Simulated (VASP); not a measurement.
Write the native input for VASP 6.6.1 that does the following.

| Property | Result |
| --- | --- |
| Task | single point |
| Functional | PBE |
| Potentials or basis | VASP PAW PBE potentials, release 64 (Os, Li_sv) |
| Cutoff | 750 eV |
| k mesh | 7 × 7 × 7 |
| Occupations | fermi-dirac, width 0.1 eV |
| Spin | no spin polarisation |
| Dipole correction | no |
| Further INCAR settings | ALGO = Normal; EDIFF = 1e-06; NBANDS = 12 |

The structure of LiOs lies in POSCAR:

```
LiOs
1.0
    0.0000000000      2.3629860000      2.3629860000
    2.3629860000      0.0000000000      2.3629860000
    2.3629860000      2.3629860000      0.0000000000
Os Li
1 1
Direct
    0.0000000000      0.0000000000      0.0000000000
    0.5000000000      0.5000000000      0.5000000000
```

One way to write it, as run:

INCAR

```
PREC = Accurate ; ENCUT = 750
EDIFF = 1E-6 ; ISMEAR = -1
SIGMA = 0.1 ; LREAL = F
LASPH = T ; NELM = 120
ALGO = Normal ; ISIF = 2
LWAVE = F ; LCHARG = F
GGA = PE ; NBANDS = 12
GGA_COMPAT = F
```

KPOINTS

```
regular mesh
0
Gamma
  7 7 7
```

Potentials or basis: VASP PAW PBE potentials, release 64 (Os, Li_sv).

Run with:

```sh
$ cat potpaw_PBE.64/Os/POTCAR potpaw_PBE.64/Li_sv/POTCAR > POTCAR
$ mpirun -np 1 vasp_std > vasp.out
```

It gave:

```yaml
Pressure: -9.1 GPa
Band_gap_on_the_k_mesh: zero (an odd number of electrons rules out a gap without spin polarisation)
```

Caveat: the cell stands under tension; spin-orbit coupling is left out, which moves the levels of the heavy elements.

It took 6 s on 1 thread of Intel(R) Xeon(R) 6975P-C (Granite Rapids), on a shared host, peak memory 0.17 GiB.
